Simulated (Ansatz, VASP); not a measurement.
**Cd3HgSe4: VASP beside Ansatz**

```
CELL_PARAMETERS angstrom
4.39774 0.00000 0.00000
0.00000 4.39774 0.00000
0.00000 0.00000 12.39272
ATOMIC_POSITIONS crystal
Cd 0.00000 0.00000 0.75139
Cd 0.50000 0.50000 0.00000
Cd 0.00000 0.00000 0.24861
Hg 0.50000 0.50000 0.50000
Se 0.50000 0.00000 0.87570
Se 0.00000 0.50000 0.12430
Se 0.50000 0.00000 0.37265
Se 0.00000 0.50000 0.62735
```

Alike in both runs: task single point; functional PBE; k mesh 4 × 4 × 2; occupations gaussian, width 0.1 eV; no spin polarisation.

|  | VASP | Ansatz |
| --- | --- | --- |
| version | VASP 6.6.1 | Ansatz 0.2.0 |
| potentials or method | VASP PAW PBE potentials, release 64 (Cd, Hg, Se), cutoff 520 eV | scalar-relativistic, plane waves, PAW |
| valence electrons in the cell | 72 | 144 |

|  | VASP | Ansatz | Ansatz less VASP |
| --- | --- | --- | --- |
| gap on the k mesh at the Fermi level (eV) | 0.08 | 0.08 | +0.003 |
| least direct gap on the mesh (eV) | 0.08 | 0.08 | +0.003 |
| pressure (GPa) | 0.3 | 0.1 | -0.24 |
| traceless stress, the component that is largest in VASP (GPa) | -0.10 | -0.09 | +0.002 |

VASP's potentials hold 72 valence electrons a cell and Ansatz's 144, so a difference there can come from the potentials and not from the codes.

Spin-orbit coupling is off throughout.
